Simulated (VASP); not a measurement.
Here is a VASP 6.6.1 calculation.

The input INCAR:

```
PREC = Accurate
ENCUT = 520
EDIFF = 1E-7
ISMEAR = 0
SIGMA = 0.15
LREAL = Auto
LASPH = True
NELM = 60
ALGO = Normal
ISIF = 2
LWAVE = False
LCHARG = False
GGA = CA
NBANDS = 72
```

KPOINTS

```
regular mesh
0
Gamma
  2 2 2
```

Contents of POSCAR:

```
Al32C
1.0
    8.1000000000      0.0000000000      0.0000000000
    0.0000000000      8.1000000000      0.0000000000
    0.0000000000      0.0000000000      8.1000000000
Al C
32 1
Direct
    0.5253481481      0.0432220988      0.0000174074
    0.7621895062      0.2572780247      0.0000474074
    0.7557086420      0.0001528395      0.2572802469
   -0.0035035802      0.0017437037      0.0000583951
    0.2483565432      0.2536216049      0.0000583951
    0.5033758025      0.4909577778      0.0000354321
    0.7591416049      0.7467396296      0.0000354321
    0.2470039506      0.0031106173      0.2457262963
    0.5006672840      0.2526604938      0.2600019753
    0.7489916049      0.5011203704      0.2491511111
    0.4972528395     -0.0024516049      0.5000409877
    0.7517509877      0.2508179012      0.5000576543
    0.7556900000      0.0001162963      0.7428206173
   -0.0071793827      0.4879250617      0.0000481481
    0.2069076543      0.7247474074      0.0000165432
    0.0005745679      0.2495367901      0.2512830864
    0.2499506173      0.4943923457      0.2572911111
    0.5002144444      0.7498958025      0.2389170370
    0.0011009877     -0.0005430864      0.5000467901
    0.2506501235      0.2490014815      0.5000464198
    0.5015918519      0.5022524691      0.5000619753
    0.7478581481      0.7485151852      0.5000619753
    0.2469972840      0.0031172840      0.7543822222
    0.5006648148      0.2526722222      0.7400820988
    0.7489877778      0.5011248148      0.7509354321
   -0.0025538272      0.7494364198      0.2599985185
   -0.0007066667      0.4983611111      0.5000576543
    0.2525574074      0.7528561728      0.5000411111
    0.0005703704      0.2495413580      0.7488116049
    0.2499867901      0.4944111111      0.7428093827
    0.5001941975      0.7499166667      0.7613172840
   -0.0025661728      0.7494390123      0.7400855556
    0.4201835802      0.8299409877      0.0002362963
```

Potentials or basis: VASP PAW LDA potentials, release 64 (Al, C).

The run is started by

```bash
$ cat potpaw_LDA.64/Al/POTCAR potpaw_LDA.64/C/POTCAR > POTCAR
$ mpirun -np 1 vasp_std > vasp.out
```

(1) What does it give for the largest force?

(2) Predict the band gap on the k mesh.

Results:

(1) 0.824 eV/Å.

(2) zero (band 50 reaches 7.89 eV, above the bottom of band 51 at 7.12 eV).

Caveat: the k points lie up to 0.39 Å⁻¹ apart.
